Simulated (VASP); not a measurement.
SnO2: single point with r2SCAN

SnO2:

```xyz
6
Lattice="3.2880 -0.2033 -0.3176 -1.8200 3.0184 0.2266 -1.1066 0.2729 11.0886" Properties=species:S:1:pos:R:3 pbc="T T T"
Sn   -0.5404    0.1808    5.5267
Sn   -0.0135    0.0324   -0.0147
O     1.1265    0.9828    4.4337
O     1.5050    0.8920    0.8506
O    -0.7694    2.0803    6.6042
O    -1.1389    2.1441   10.1391
```

This cell differs from its parent crystal: atoms moved at random and the cell strained at random.

```
Program             : VASP 6.6.1
Task                : single point
Functional          : r2SCAN
Potentials or basis : VASP PAW PBE potentials, release 64 (Sn_d, O)
Cutoff              : 520 eV
k mesh              : 12 × 12 × 2
Occupations         : gaussian, width 0.05 eV
Spin                : no spin polarisation
```

* Pressure: -6.3 GPa
* Largest force: 2.135 eV/Å
* Band gap on the k mesh: 1.55 eV (least direct gap 1.94 eV)

Forces on the atoms (eV/Å):
```
Sn   0.169 -0.488  0.784
Sn  -0.366 -0.662  0.277
O   -2.102  0.298 -0.223
O    1.991  0.063  0.117
O    1.932  0.191 -0.564
O   -1.625  0.599 -0.393
```

Stress tensor (GPa, compression positive):
```
 -6.94   8.68  11.97
  8.68 -10.46  -1.84
 11.97  -1.84  -1.38
```

Levels at points of the mesh, in eV from the valence-band top:
```
           k point  band 22  band 23  band 24  band 25  band 26  band 27  band 28  band 29  band 30  band 31
(0.00, 0.00, 0.00)    -1.29    -1.16    -1.05    -0.99    -0.39     1.55     2.46     5.27     5.70     9.32
(0.50, 0.00, 0.00)    -1.41    -1.32    -0.74    -0.58    -0.38     3.85     5.65     5.96     6.56    10.07
(0.00, 0.50, 0.00)    -1.33    -1.20    -1.08    -0.30    -0.04     4.87     5.70     6.39     6.98     9.21
(0.50, 0.50, 0.00)    -1.01    -0.79    -0.72    -0.59    -0.08     4.88     5.53     7.43     7.99     9.20
(0.00, 0.00, 0.50)    -1.17    -1.15    -1.12    -1.03    -0.45     1.67     2.36     5.37     5.62     9.22
(0.50, 0.00, 0.50)    -1.39    -1.33    -0.74    -0.56    -0.41     3.85     5.63     6.02     6.51    10.05
(0.00, 0.50, 0.50)    -1.38    -1.19    -1.07    -0.25    -0.09     4.87     5.70     6.45     6.92     9.21
(0.50, 0.50, 0.50)    -1.03    -0.77    -0.66    -0.64    -0.10     4.88     5.53     7.53     7.90     9.13
```

It took 18 min on 1 thread of Intel(R) Xeon(R) 6975P-C (Granite Rapids) (shared host), peak memory 0.56 GiB.

Caveat: the cell differs from its parent crystal (atoms moved at random and the cell strained at random); the stress differs along the axes, from -10 to -1 GPa; the PAW data sets were made with another functional, which shifts forces and pressure a little; spin-orbit coupling is left out, which moves the levels of the heavy elements. A k mesh can miss the band edges.
